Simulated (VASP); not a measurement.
TiO2:

```xyz
12
Lattice="4.5150 0.0000 0.0000 0.0000 5.4970 0.0000 0.0000 0.0000 4.9390" Properties=species:S:1:pos:R:3 pbc="T T T"
Ti    0.0000    0.9400    1.2348
Ti    2.2575    1.8085    3.7043
Ti    0.0000    4.5570    3.7043
Ti    2.2575    3.6885    1.2348
O     1.2913    2.0669    2.0349
O     0.9662    0.6816    4.5044
O     3.5488    0.6816    2.9041
O     3.2237    2.0669    0.4346
O     3.2237    3.4301    2.9041
O     3.5488    4.8154    0.4346
O     0.9662    4.8154    2.0349
O     1.2913    3.4301    4.5044
```

| Quantity | Value |
| --- | --- |
| Program | VASP 6.6.1 |
| Task | relaxation of the atoms |
| Functional | PBE |
| Potentials or basis | VASP PAW PBE potentials, release 64 (Ti_sv, O) |
| Cutoff | 520 eV |
| k mesh | 5 × 5 × 5 |
| Occupations | fermi-dirac, width 0.02 eV |
| Spin | no spin polarisation |

At the start: pressure 7.5 GPa; volume 10.22 Å³/atom.

Q: Where does the relaxation end?

A: Over 10 steps the energy falls by 16.7 meV/atom at a fixed cell; space group Pbcn (No. 60, to 0.1 Å) before and after.

Step by step:
```csv
step,energy change (eV),largest force (eV/Å),pressure (GPa)
1,0.0000,0.6950,7.51
2,-0.1258,0.3168,7.26
3,-0.1436,0.3123,7.34
4,-0.1790,0.1765,6.67
5,-0.1933,0.1091,5.98
6,-0.1933,0.1157,5.94
7,-0.1969,0.0860,5.87
8,-0.2005,0.0291,5.68
9,-0.2005,0.0272,5.70
10,-0.2008,0.0103,5.74
```

Final structure:
```
CELL_PARAMETERS angstrom
4.51500 0.00000 0.00000
0.00000 5.49700 0.00000
0.00000 0.00000 4.93900
ATOMIC_POSITIONS crystal
Ti 0.00000 0.17385 0.25000
Ti 0.50000 0.32615 0.75000
Ti 0.00000 0.82615 0.75000
Ti 0.50000 0.67385 0.25000
O 0.27041 0.38237 0.41972
O 0.22959 0.11763 0.91972
O 0.77041 0.11763 0.58028
O 0.72959 0.38237 0.08028
O 0.72959 0.61763 0.58028
O 0.77041 0.88237 0.08028
O 0.22959 0.88237 0.41972
O 0.27041 0.61763 0.91972
```
